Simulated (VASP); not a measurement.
Be: single point with PBE

Be:

```
Be
1.0
     2.76526    0.00000    0.00000
    -1.38263    2.39478    0.00000
     0.00000    0.00000    1.64429
Be
3
Direct
  0.00000 0.00000 0.00000
  0.33333 0.66667 0.50000
  0.66667 0.33333 0.50000
```

This cell differs from its parent crystal: volume scaled by 0.45.

```yaml
Program: VASP 6.6.1
Task: single point
Functional: PBE
Potentials_or_basis: VASP PAW PBE potentials, release 64 (Be)
Cutoff: 520 eV
k_mesh: 10 × 10 × 14
Occupations: fermi-dirac, width 0.08 eV
Spin: no spin polarisation
```

```yaml
Pressure: 347.2 GPa
Band_gap_on_the_k_mesh: zero (band 3 reaches 23.55 eV, above the bottom of band 4 at 13.76 eV)
```

Levels at points of the mesh, in eV from the Fermi level:
```csv
k point,band 1,band 2,band 3,band 4,band 5,band 6,band 7
"(0.00, 0.00, 0.00)",-16.66,-3.27,-3.27,-2.96,-2.96,13.03,14.56
"(0.50, 0.00, 0.00)",-13.54,-13.44,-9.55,3.85,15.71,16.00,21.07
"(0.00, 0.00, 0.50)",-10.95,-7.69,6.83,6.83,6.98,10.01,10.01
"(0.50, 0.00, 0.50)",-8.24,-7.50,-3.10,2.34,2.55,5.75,12.51
```

Wall time 21 s on 1 thread of AMD EPYC 7R13, on a shared host, peak memory 0.09 GiB.
